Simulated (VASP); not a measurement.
Sc:

```
CELL_PARAMETERS angstrom
3.30900 0.00000 0.00000
-1.65450 2.86568 0.00000
0.00000 0.00000 5.27330
ATOMIC_POSITIONS crystal
Sc 0.33333 0.66667 0.25000
Sc 0.66667 0.33333 0.75000
```

- Program: VASP 6.6.1
- Task: relaxation of cell and atoms
- Functional: PBE
- Potentials or basis: VASP PAW PBE potentials, release 64 (Sc_sv)
- Cutoff: 600 eV
- k mesh: 12 × 12 × 8
- Occupations: gaussian, width 0.1 eV
- Spin: no spin polarisation

At the start: pressure -0.7 GPa; volume 25.00 Å³/atom.

Question: Where does the relaxation end?

Answer: Over 9 steps the energy falls by 2.9 meV/atom and the volume is 24.66 Å³/atom (-1.4 %); space group P6_3/mmc (No. 194, to 0.1 Å) before and after.

The path:
```csv
step,energy change (eV),largest force (eV/Å),pressure (GPa),volume (Å³)
1,0.0000,0.0000,-0.66,50.00
2,-0.0049,0.0000,0.11,49.26
3,-0.0052,0.0000,0.28,49.10
4,-0.0057,0.0000,0.00,49.34
5,-0.0057,0.0000,-0.05,49.37
6,-0.0057,0.0000,-0.01,49.36
7,-0.0057,0.0000,0.00,49.34
8,-0.0057,0.0000,0.07,49.29
9,-0.0057,0.0000,0.00,49.33
```

Final structure:
```
Sc
1.0
     3.31928    0.00000    0.00000
    -1.65964    2.87458    0.00000
     0.00000    0.00000    5.16963
Sc
2
Direct
  0.33333 0.66667 0.25000
  0.66667 0.33333 0.75000
```
